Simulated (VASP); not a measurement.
Write the native input for VASP 6.6.1 that does the following.

```yaml
Task: single point
Functional: PBE
Potentials_or_basis: VASP PAW PBE potentials, release 64 (Mg, O)
Cutoff: 520 eV
k_mesh: 10 × 10 × 1
Occupations: fermi-dirac, width 0.02 eV
Spin: no spin polarisation
Dipole_correction: yes
k_mesh_for_the_DOS: 15 × 15 × 1
Occupations_for_the_DOS: tetrahedron
Further_INCAR_settings: ALGO = Normal; EDIFF = 1e-06
```

System: MgO, a slab with vacuum.

```xyz
6
Lattice="3.0079 0.0000 0.0000 0.0000 3.0079 0.0000 0.0000 0.0000 20.2539" Properties=species:S:1:pos:R:3 pbc="T T T"
Mg    0.7520    0.7520    8.0000
Mg    2.2560    2.2560   10.1270
Mg    0.7520    0.7520   12.2539
O     2.2560    2.2560    8.0000
O     0.7520    0.7520   10.1270
O     2.2560    2.2560   12.2539
```

One way to write it, as run:

POSCAR

```
MgO
1.0
    3.0079491112      0.0000000000      0.0000000000
    0.0000000000      3.0079491112      0.0000000000
    0.0000000000      0.0000000000     20.2539000000
Mg O
3 3
Direct
    0.2500000000      0.2500000000      0.3949860909
    0.7500000000      0.7500000000      0.5000000000
    0.2500000000      0.2500000000      0.6050139091
    0.7500000000      0.7500000000      0.3949860909
    0.2500000000      0.2500000000      0.5000000000
    0.7500000000      0.7500000000      0.6050139091
```

INCAR.step1

```
PREC = Accurate
ENCUT = 520
EDIFF = 1E-6
ISMEAR = -1
SIGMA = 0.02
LREAL = False
LASPH = True
NELM = 60
ALGO = Normal
ISIF = 2
LWAVE = False
LCHARG = True
LDIPOL = True
IDIPOL = 3
DIPOL = 0.5 0.5 0.500
GGA = PE
NBANDS = 21
```

KPOINTS.step1

```
regular mesh
0
Gamma
  10 10 1
```

INCAR.step2

```
PREC = Accurate
ENCUT = 520
EDIFF = 1E-6
ISMEAR = -5
SIGMA = 0.02
LREAL = False
LASPH = True
NELM = 60
ALGO = Normal
ISIF = 2
LWAVE = False
LCHARG = False
LDIPOL = True
IDIPOL = 3
DIPOL = 0.5 0.5 0.500
GGA = PE
LORBIT = 10
NEDOS = 1001
ICHARG = 11
```

KPOINTS.step2

```
regular mesh
0
Gamma
  15 15 1
```

Potentials or basis: VASP PAW PBE potentials, release 64 (Mg, O).

Command:

```sh
$ cat potpaw_PBE.64/Mg/POTCAR potpaw_PBE.64/O/POTCAR > POTCAR
$ cp INCAR.step1 INCAR
$ cp KPOINTS.step1 KPOINTS
$ mpirun -np 1 vasp_std > vasp.out
$ cp INCAR.step2 INCAR
$ cp KPOINTS.step2 KPOINTS
$ mpirun -np 1 vasp_std > vasp.out
```

It gave:

```json
{
  "Valence electrons inside the program's atomic spheres": "Mg 0.35, 0.39 (each value once); O 5.04, 5.08 (each value once)"
}
```

It took 4.8 min on 1 thread of Intel Xeon 8259CL, on a shared host, peak memory 0.32 GiB.
